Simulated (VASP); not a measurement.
Runs of VASP 6.6.1 on HfN. The structure is that of space group Fm-3m (No. 225), or close to it. The cells are those of the table. 

```tsv
task	level	cell	cutoff (eV)	smearing	gap on the mesh (eV)	pressure (GPa)
single point	PBEsol	a = 3.162 Å, angles 60.0°, 2 atoms	520	fermi-dirac 0.15 eV	none	3.8
single point	PBEsol+D3(BJ)	a = 3.166 Å, angles 60.0°, 2 atoms	520	gaussian 0.1 eV	none	-3.3
single point	PBEsol	a = 3.046 Å, angles 60.0°, 2 atoms	520	fermi-dirac 0.15 eV	none	(a)
single point	PBEsol	a = 3.184 Å, angles 60.0°, 2 atoms	520	fermi-dirac 0.15 eV	none	-2.2
relaxation of cell and atoms	PBEsol	relaxed from a = 3.195 Å, angles 60.0°, 2 atoms	600	gaussian 0.1 eV	none	-0.1
relaxation of cell and atoms	PBEsol	relaxed to 6 GPa from a = 3.184 Å, angles 60.0°, 2 atoms	600	fermi-dirac 0.15 eV	none	6.0
```

Alike in all rows: potentials or basis VASP PAW PBE potentials, release 64 (Hf_pv, N); no spin polarisation; k mesh 16 × 16 × 16.

**Question.** Estimate the missing entries.

**Answer.** (a) 47.9.

Caveats: the PAW data sets were made with another functional, which shifts forces and pressure a little; spin-orbit coupling is left out, which moves the levels of the heavy elements; three body term missing (some runs); pairwise dispersion overbinds metals, which lowers pressure and volume (some runs); the cell is relaxed towards a set pressure, so the enthalpy falls and the energy may rise (some runs).

A k mesh can miss the band edges, and the runs leave out spin-orbit coupling on Hf.

A gap of «none» marks levels without a gap at the run's occupations.
